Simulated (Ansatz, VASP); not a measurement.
## One calculation of Cd2C, two programs

INCAR

```
SYSTEM = Cd2C
PREC = Accurate ; ENCUT = 600
EDIFF = 1E-6 ; ISMEAR = -1
SIGMA = 0.03 ; LREAL = .FALSE.
LASPH = .TRUE. ; NELM = 100
ALGO = Normal ; ISIF = 3
LWAVE = .FALSE. ; LCHARG = .FALSE.
GGA = RE ; IBRION = 2
NSW = 100 ; EDIFFG = -0.005
```

Contents of KPOINTS:

```
regular mesh
0
G
  10 10 10
  0 0 0
```

The input POSCAR:

```
Cd2C
1.0
    0.0000000000      3.0056289091      3.0056289091
    3.0056289091      0.0000000000      3.0056289091
    3.0056289091      3.0056289091      0.0000000000
C Cd
1 2
Direct
    0.0000000000      0.0000000000      0.0000000000
    0.2500000000      0.2500000000      0.2500000000
    0.7500000000      0.7500000000      0.7500000000
```

Input for Ansatz:

```yaml
crystal:
  lattice:
    - [0.0, 3.0056289091, 3.0056289091]
    - [3.0056289091, 0.0, 3.0056289091]
    - [3.0056289091, 3.0056289091, 0.0]
  atoms:
    - { symbol: C, position: [0.0, 0.0, 0.0] }
    - { symbol: Cd, position: [0.25, 0.25, 0.25] }
    - { symbol: Cd, position: [0.75, 0.75, 0.75] }
kpoints:
  mp_grid: { grid: [10, 10, 10] }
scf:
  occupations: { method: fermi_dirac, width: 0.03 }
hamiltonian:
  xc: revpbe
  pseudopotentials: { kind: paw }
output:
  forces: true
  stress: true
  write_density: true
  write_potential: true
  elf: true
  volumetric_format: npy
relax:
  f_tol: 0.005
  max_steps: 80
  cell: {}
```

Alike in both runs: task relaxation of cell and atoms; functional revPBE; k mesh 10 × 10 × 10; occupations fermi-dirac, width 0.03 eV; no spin polarisation.

|  | VASP | Ansatz |
| --- | --- | --- |
| version | VASP 6.6.1 | Ansatz 0.2.0 |
| potentials or method | VASP PAW PBE potentials, release 64 (C, Cd) | PAW with Ansatz's default frozen-core files, scalar-relativistic |
| plane-wave cutoff (eV) | 600 | 420 |
| valence electrons in the cell | 28 | 44 |

|  | VASP | Ansatz | Ansatz less VASP |
| --- | --- | --- | --- |
| gap on the k mesh at the Fermi level, each at its own relaxed structure (eV) | none | none | - |
| relaxed volume (Å³/atom) | 17.58 | 17.48 | -0.103 |
| relaxed cell length with the largest relative difference (Å) | 4.209 | 4.201 | -0.0082 |

VASP's potentials were made for PBE, not for revPBE. A gap of «none» marks a metal or a gap that the smearing closes. VASP's potentials hold 28 valence electrons a cell and Ansatz's 44, so a difference there can come from the potentials and not from the codes.
